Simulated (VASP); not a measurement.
# Ti: single point with PBEsol

Crystal: Ti.

```xyz
2
Lattice="0.0000 -3.2102 0.0000 -3.2102 0.0000 0.0000 0.0000 0.0000 -3.2102" Properties=species:S:1:pos:R:3 pbc="T T T"
Ti   -1.6051   -1.6051   -1.4551
Ti    0.0000    0.0000   -0.1500
```

This cell differs from its parent crystal: atoms displaced along a vibrational mode.

```
Program                : VASP 6.6.1
Task                   : single point
Functional             : PBEsol
Potentials or basis    : VASP PAW PBE potentials, release 64 (Ti_sv)
Cutoff                 : 520 eV
k mesh                 : 18 × 18 × 18
Occupations            : gaussian, width 0.15 eV
Spin                   : no spin polarisation
Dipole correction      : no
Further INCAR settings : ALGO = Fast; EDIFF = 1e-06; NBANDS = 19
```

```
Pressure               : 1.9 GPa
Largest force          : 1.499 eV/Å
Band gap on the k mesh : zero (bands 12 and 13 overlap by 1.65 eV)
```

Forces on the atoms (eV/Å):
```
Ti   0.000  0.000 -1.499
Ti   0.000  0.000  1.499
```

Stress tensor (GPa, compression positive):
```
 2.89  0.00  0.00
 0.00  2.89  0.00
 0.00  0.00 -0.14
```

Levels at points of the mesh, in eV from the Fermi level:
| k point | band 9 | band 10 | band 11 | band 12 | band 13 | band 14 | band 15 | band 16 |
| --- | --- | --- | --- | --- | --- | --- | --- | --- |
| (0.00, 0.00, 0.00) | -5.99 | -2.40 | -2.06 | 0.80 | 1.24 | 1.24 | 2.38 | 3.14 |
| (0.50, 0.00, 0.00) | -2.58 | -2.58 | -0.49 | -0.49 | 0.97 | 0.97 | 2.11 | 2.11 |
| (0.00, 0.00, 0.50) | -2.63 | -2.52 | -0.98 | 1.11 | 1.29 | 1.29 | 1.52 | 1.52 |
| (0.50, 0.50, 0.00) | -2.42 | -2.42 | -0.15 | -0.15 | 1.38 | 1.38 | 2.68 | 2.68 |
| (0.00, 0.50, 0.50) | -2.57 | -2.57 | -0.47 | -0.47 | 1.20 | 1.20 | 3.21 | 3.21 |
| (0.50, 0.50, 0.50) | -0.88 | -0.88 | -0.53 | -0.53 | -0.19 | -0.19 | 3.36 | 3.36 |

It took 9.9 min on 1 thread of AMD EPYC 7R13 Processor (Zen 3) (shared host), peak memory 0.33 GiB.

Caveat: the cell differs from its parent crystal (atoms displaced along a vibrational mode); the PAW data sets were made with another functional, which shifts forces and pressure a little.
